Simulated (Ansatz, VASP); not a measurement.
## SnO2 in VASP and in Ansatz

INCAR

```
SYSTEM = SnO2
  PREC = Accurate
  ENCUT = 520
  EDIFF = 1E-6
  ISMEAR = 0
  SIGMA = 0.05
  LREAL = .False.
  LASPH = .True.
  NELM = 100
  ALGO = Normal
  ISIF = 2
  LWAVE = .False.
  LCHARG = .True.
  GGA = PE
  IVDW = 12
  LELF = .True.
  LVHAR = .True.
  NBANDS = 35
```

Contents of KPOINTS:

```
Automatic mesh
0
Gamma
  8 6 6
  0 0 0
```

File POSCAR:

```
SnO2
1.0
    1.6186264610     -2.8035432689      0.0000000000
    1.6186264610      0.9345144230      4.2918257460
   -4.8558793830     -2.8035432689      0.0000000000
Sn O
2 4
Direct
    0.5336087425      0.4180356397     -0.0250859565
   -0.0336087425      0.5819643603      0.5250859565
    0.4840600750      0.7612893544      0.7856800509
    1.0159399250      0.7003107614      0.2015199877
    0.4840600750      0.2996892386      0.2984800123
    1.0159399250      0.2387106456      0.7143199491
```

Input for Ansatz:

```yaml
crystal:
  lattice:
    - [1.618626461, -2.8035432689, 0.0]
    - [1.618626461, 0.934514423, 4.291825746]
    - [-4.855879383, -2.8035432689, 0.0]
  atoms:
    - { symbol: Sn, position: [0.5336087425, 0.4180356397, -0.0250859565] }
    - { symbol: Sn, position: [-0.0336087425, 0.5819643603, 0.5250859565] }
    - { symbol: O, position: [0.484060075, 0.7612893544, 0.7856800509] }
    - { symbol: O, position: [1.015939925, 0.7003107614, 0.2015199877] }
    - { symbol: O, position: [0.484060075, 0.2996892386, 0.2984800123] }
    - { symbol: O, position: [1.015939925, 0.2387106456, 0.7143199491] }
basis:
  ecutwfc: 520.0
kpoints:
  mp_grid: { grid: [8, 6, 6] }
hamiltonian:
  xc: pbe
  pseudopotentials: { kind: paw, azcp: { folder: soft_1 } }
  dispersion: d3bj
scf:
  occupations: { method: gaussian, width: 0.05 }
output:
  forces: true
  stress: true
  eigenvalues: true
```

Change from the starting cell: mode 4 frozen in at -0.352 Å and mode 5 at -0.109 Å (largest displacements).

Alike in both runs: task single point; functional PBE; dispersion D3(BJ); k mesh 8 × 6 × 6; occupations gaussian, width 0.05 eV; no spin polarisation.

```csv
,VASP,Ansatz
version,VASP 6.6.1,Ansatz 0.2.0
potentials or method,"VASP PAW PBE potentials, release 64 (Sn_d, O), cutoff 520 eV","scalar-relativistic, plane waves, PAW"
valence electrons in the cell,52,52
```

Ansatz gave:

- gap on the k mesh at the Fermi level (eV): 0.79
- least direct gap on the mesh (eV): 0.91
- pressure (GPa): -4.5
- traceless stress, the component that is largest in VASP (GPa): -2.03
- rms of the force components (eV/Å): 0.492

Question: Which values does VASP return?

Answer: gap on the k mesh at the Fermi level (eV): 0.75; least direct gap on the mesh (eV): 0.87; pressure (GPa): -3.9; traceless stress, the component that is largest in VASP (GPa): -2.45; rms of the force components (eV/Å): 0.489.

Atom by atom the forces differ by 0.029 eV/Å (rms over components).
